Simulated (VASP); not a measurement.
# TaN (Fm-3m) in VASP: further runs, part 3 of 3

VASP 6.6.1.

**6. Single point, PBEsol**

Input file INCAR:

```
SYSTEM = TaN
  ALGO = Normal
  EDIFF = 1E-6
  ENCUT = 520
  GGA = PS
  ISIF = 2
  ISMEAR = -1
  LASPH = .True.
  LCHARG = .True.
  LELF = .True.
  LREAL = .False.
  LVHAR = .True.
  LWAVE = .False.
  NBANDS = 15
  NELM = 60
  PREC = Accurate
  SIGMA = 0.03
```

Input file KPOINTS:

```
k-points
0
Gamma
  6 6 6
  0 0 0
```

Input file POSCAR:

```
TaN
1.0
    0.0000000000      2.2113230000      2.2113230000
    2.2113230000      0.0000000000      2.2113230000
    2.2113230000      2.2113230000      0.0000000000
Ta N
1 1
Direct
    0.5000000000      0.5000000000      0.5000000000
    0.0000000000      0.0000000000      0.0000000000
```

Potentials or basis: VASP PAW PBE potentials, release 64 (Ta_pv, N).

The run is started by

```bash
$ cat potpaw_PBE.64/Ta_pv/POTCAR potpaw_PBE.64/N/POTCAR > POTCAR
$ mpirun -np 1 vasp_std > vasp.out
```

OUTCAR:

```text
SYSTEM = TaN
   EDIFF = 1E-6
   ENCUT = 520
   GGA = PS
   ISIF = 2
   ISMEAR = -1
   LASPH = .True.
   LREAL = .False.
   NELM = 60
   PREC = Accurate

 ion  position               nearest neighbor table
   1  0.500  0.500  0.500-   2 2.21   2 2.21   2 2.21   2 2.21   2 2.21   2 2.21
   2  0.000  0.000  0.000-   1 2.21   1 2.21   1 2.21   1 2.21   1 2.21   1 2.21

  LATTYP: Found a face centered cubic cell.
 ALAT       =     4.4226460000

  Lattice vectors:

 A1 = (   0.0000000000,   2.2113230000,   2.2113230000)
 A2 = (   2.2113230000,   0.0000000000,   2.2113230000)
 A3 = (   2.2113230000,   2.2113230000,   0.0000000000)

Analysis of symmetry for initial positions (statically):
=====================================================================
 Subroutine PRICEL returns:
 Original cell was already a primitive cell.

 Routine SETGRP: Setting up the symmetry group for a
 face centered cubic supercell.

 Subroutine GETGRP returns: Found 48 space group operations
 (whereof 48 operations were pure point group operations)
 out of a pool of 48 trial point group operations.

The static configuration has the point symmetry O_h .

Analysis of symmetry for dynamics (positions and initial velocities):
=====================================================================
 Subroutine PRICEL returns:
 Original cell was already a primitive cell.

 Routine SETGRP: Setting up the symmetry group for a
 face centered cubic supercell.

 Subroutine GETGRP returns: Found 48 space group operations
 (whereof 48 operations were pure point group operations)
 out of a pool of 48 trial point group operations.

The dynamic configuration has the point symmetry O_h .

 Subroutine INISYM returns: Found 48 space group operations
 (whereof 48 operations are pure point group operations),
 and found     1 'primitive' translations

----------------------------------------------------------------------------------------

                                     Primitive cell

  volume of cell :      21.6265

  direct lattice vectors                    reciprocal lattice vectors
     0.000000000  2.211323000  2.211323000    -0.226108985  0.226108985  0.226108985
     2.211323000  0.000000000  2.211323000     0.226108985 -0.226108985  0.226108985
     2.211323000  2.211323000  0.000000000     0.226108985  0.226108985 -0.226108985

  length of vectors
     3.127282977  3.127282977  3.127282977     0.391632251  0.391632251  0.391632251

  position of ions in fractional coordinates (direct lattice)
     0.500000000  0.500000000  0.500000000
     0.000000000  0.000000000  0.000000000

  ion indices of the primitive-cell ions
   primitive index   ion index
                 1           1
                 2           2

----------------------------------------------------------------------------------------

 KPOINTS: k-points

Automatic generation of k-mesh.
 Grid dimensions read from file:
 generate k-points for:    6    6    6

 Generating k-lattice:

  Cartesian coordinates                     Fractional coordinates (reciprocal lattice)
    -0.037684831  0.037684831  0.037684831     0.166666667  0.000000000  0.000000000
     0.037684831 -0.037684831  0.037684831     0.000000000  0.166666667  0.000000000
     0.037684831  0.037684831 -0.037684831     0.000000000  0.000000000  0.166666667

  Length of vectors
     0.065272042  0.065272042  0.065272042

  Shift w.r.t. Gamma in fractional coordinates (k-lattice)
     0.000000000  0.000000000  0.000000000

 Subroutine IBZKPT returns following result:
 ===========================================

 Found     16 irreducible k-points:

 Following reciprocal coordinates:
            Coordinates               Weight
  0.000000  0.000000  0.000000      1.000000
  0.166667  0.000000  0.000000      8.000000
  0.333333  0.000000  0.000000      8.000000
  0.500000  0.000000  0.000000      4.000000
  0.166667  0.166667  0.000000      6.000000
  0.333333  0.166667  0.000000     24.000000
[... 8 lines left out ...]
 -0.333333  0.333333  0.166667     24.000000
 -0.333333  0.500000  0.166667     12.000000
   k-points           NKPTS =     16   k-points in BZ     NKDIM =     16   number of bands    NBANDS=     15
   number of dos      NEDOS =    301   number of ions     NIONS =      2
   total plane-waves  NPLWV =  13824
   dimension x,y,z NGX =    24 NGY =   24 NGZ =   24
   dimension x,y,z NGXF=    48 NGYF=   48 NGZF=   48
   ions per type =               1   1
   NGX,Y,Z   is equivalent  to a cutoff of  12.76, 12.76, 12.76 a.u.
   NGXF,Y,Z  is equivalent  to a cutoff of  25.52, 25.52, 25.52 a.u.
 SYSTEM =  TaN
   PREC   = accura    normal or accurate (medium, high low for compatibility)
   ISTART =      0    job   : 0-new  1-cont  2-samecut
   ICHARG =      2    charge: 1-file 2-atom 10-const
   ISPIN  =      1    spin polarized calculation?
   LNONCOLLINEAR =      F non collinear calculations
   LSORBIT =      F    spin-orbit coupling
   LASPH  =      T    aspherical Exc in radial PAW
   ENCUT  =  520.0 eV  38.22 Ry    6.18 a.u.   5.81  5.81  5.81*2*pi/ulx,y,z
   NELM   =     60;   NELMIN=  2; NELMDL= -5     # of ELM steps
   EDIFF  = 0.1E-05   stopping-criterion for ELM
   LREAL  =      F    real-space projection
   EDIFFG = 0.1E-04   stopping-criterion for IOM
   NSW    =      0    number of steps for IOM
   IBRION =     -1    ionic relax: 0-MD 1-quasi-New 2-CG
   NFREE  =      0    steps in history (QN), initial steepest desc. (CG)
   ISIF   =      2    stress and relaxation
   ISYM   =      2    0-nonsym 1-usesym 2-fastsym
   POTIM  = 0.5000    time-step for ionic-motion
   TEBEG  =    0.0;   TEEND  =   0.0 temperature during run
   PSTRESS=    0.0 pullay stress
   NELECT =      16.0000    total number of electrons
   NUPDOWN=      -1.0000    fix difference up-down
   EMIN   =  10.00;   EMAX   =-10.00  energy-range for DOS
   EFERMI =   0.00;   METHOD = LEGACY
   ISMEAR =    -1;   SIGMA  =   0.03  broadening in eV -4-tet -1-fermi 0-gaus
   EFERMI_NEDOS =   21; number of points for ismear=-14 and -15
   IALGO  =     38    algorithm
   IMIX   =      4    mixing-type and parameters
     AMIX     =   0.40;   BMIX     =  1.00
     AMIX_MAG =   1.60;   BMIX_MAG =  1.00
  volume/ion in A,a.u.               =      10.81        72.97
  Fermi-wavevector in a.u.,A,eV,Ry     =   1.480651  2.798024 29.828417  2.192327
  Thomas-Fermi vector in A             =   2.594659
   LORBIT       =      0    0 simple, 1 ext, 2 COOP (PROOUT), +10 PAW based schemes
   GGA     = PS    functional components
   LHFCALC =     F    Hartree Fock is set to
   AEXX    =    0.0000 exact exchange contribution
   IVDW    =     0    specifies the selected vdW correction
   LEPSILON=     F    determine dielectric tensor
   LRPA    =     F    only Hartree local field effects (RPA)
 non-spin polarized calculation
  energy-cutoff  :      520.00
  volume of cell :       21.63
 maximum number of plane-waves:       589
   NGX = 11   NGY = 11   NGZ = 11

 number of electron      16.0000003 magnetization

 Free energy of the ion-electron system (eV)
  ---------------------------------------------------
  ext. energy  EPLUGINS =         0.00000000
  ---------------------------------------------------
  free energy    TOTEN  =       -23.13218961 eV

  energy without entropy =      -23.12753891  energy(sigma->0) =      -23.12986426

 E-fermi :   9.2222     XC(G=0): -13.4964

 val. band max:        9.2019427357   @ k =   0.0000   0.0000   0.0000
 cond. band min:       9.2338758902   @ k =   0.3333   0.0000   0.0000
 fundamental gap:      0.0319331544
 Fermi energy:         9.2221997558

 k-point     1 :       0.0000    0.0000    0.0000
  band No.  band energies     occupation
      1     -26.5643      2.00000
      2     -26.5643      2.00000
      3     -26.5643      2.00000
      4      -9.4705      2.00000
      5       5.4548      2.00000
      6       5.4548      2.00000
      7       5.4548      2.00000
      8       7.0986      2.00000
      9       7.0986      2.00000
     10       7.0986      2.00000
     11       9.2019      1.32535
     12       9.2019      1.32535
     13      10.5880      0.00000
     14      18.5501      0.00000
[... 257 lines left out ...]
      2     -26.9401      2.00000
      3     -26.8511      2.00000
      4      -7.7256      2.00000
      5       2.4238      2.00000
      6       2.4704      2.00000
      7       2.6957      2.00000
      8       7.1914      2.00000
      9      10.7821      0.00000
     10      12.6528      0.00000
     11      12.6657      0.00000
     12      13.8553      0.00000
     13      17.5713      0.00000
     14      19.4368      0.00000
     15      21.5121      0.00000

------------------------ aborting loop because EDIFF is reached ----------------------------------------

  FORCE on cell =-STRESS in cart. coord.  units (eV):
  Direction    XX          YY          ZZ          XY          YZ          ZX
  --------------------------------------------------------------------------------------
  -------------------------------------------------------------------------------------
  Total       -1.2614062     -1.2614062     -1.2614062      0.0000000     -0.0000000     -0.0000000
  in kB      -93.4499362    -93.4499362    -93.4499362      0.0000000     -0.0000000     -0.0000000
  external PRESSURE =     -93.4499362 kB  Pullay stress =       0.0000000 kB

 VOLUME and BASIS-vectors are now :
 -----------------------------------------------------------------------------
  energy-cutoff  :      520.00
  volume of cell :       21.63
      direct lattice vectors                 reciprocal lattice vectors
     0.000000000  2.211323000  2.211323000    -0.226108985  0.226108985  0.226108985
     2.211323000  0.000000000  2.211323000     0.226108985 -0.226108985  0.226108985
     2.211323000  2.211323000  0.000000000     0.226108985  0.226108985 -0.226108985

 POSITION                                       TOTAL-FORCE (eV/Angst)
 -----------------------------------------------------------------------------------
      2.21132      2.21132      2.21132        -0.000000      0.000000     -0.000000
      0.00000      0.00000      0.00000         0.000000     -0.000000      0.000000
 -----------------------------------------------------------------------------------
    total drift:                                0.000000     -0.000000     -0.000000

  FREE ENERGIE OF THE ION-ELECTRON SYSTEM (eV)
  ---------------------------------------------------
  free  energy   TOTEN  =       -23.1321896116 eV

  energy  without entropy=      -23.1275389113  energy(sigma->0) =      -23.12986426
```

It took 7.9 s on 1 thread of Intel Xeon 8259CL, shared host; peak memory 0.14 GiB.

Results:

```yaml
Free_energy: -23.1322 eV
Pressure: -9.3 GPa
Band_gap_on_the_k_mesh: zero (bands 8 and 9 overlap by 3.94 eV)
```

Levels at points of the mesh, in eV from the Fermi level:
```
           k point  band 4  band 5  band 6  band 7  band 8  band 9  band 10  band 11  band 12  band 13
(0.00, 0.00, 0.00)  -18.69   -3.77   -3.77   -3.77   -2.12   -2.12    -2.12    -0.02    -0.02     1.37
(0.50, 0.00, 0.00)  -15.71  -10.29   -7.49   -7.49    1.81    1.81     1.92     3.71     7.34     7.34
(0.50, 0.50, 0.00)  -17.42   -6.63   -5.42   -4.60   -4.60    1.99     3.42     3.42     4.35     6.50
```

Caveat: the k points lie up to 0.41 Å⁻¹ apart, too coarse for converged energies and pressures of a metal; the PAW data sets were made with another functional, which shifts forces and pressure a little; spin-orbit coupling is left out, which moves the levels of the heavy elements.

**7. Summary**

| task | cell | k mesh | cutoff (eV) | smearing | gap on the mesh (eV) | pressure (GPa) |
| --- | --- | --- | --- | --- | --- | --- |
| relaxation of cell and atoms | relaxed to 5 GPa | 10 × 10 × 10 | 600 | fermi-dirac 0.05 eV | none | 4.9 |
| relaxation of cell and atoms | relaxed to 10 GPa | 10 × 10 × 10 | 600 | fermi-dirac 0.05 eV | none | 10.0 |
| relaxation of cell and atoms | relaxed to 20 GPa | 10 × 10 × 10 | 600 | fermi-dirac 0.05 eV | none | 20.0 |
| relaxation of cell and atoms | relaxed to 30 GPa | 10 × 10 × 10 | 600 | fermi-dirac 0.05 eV | none | 30.0 |
| single point | as given | 6 × 6 × 6 | 520 | fermi-dirac 0.03 eV | none | -9.3 |

Alike in all rows: level PBEsol; potentials or basis VASP PAW PBE potentials, release 64 (Ta_pv, N); no spin polarisation.

Caveats: some runs use coarse meshes; the PAW data sets were made with another functional, which shifts forces and pressure a little; spin-orbit coupling is left out, which moves the levels of the heavy elements; the cell is relaxed towards a set pressure, so the run minimises the enthalpy, not the energy (at least some runs).

Total energies depend on the potentials used, so only differences within one code and one set of settings carry meaning.
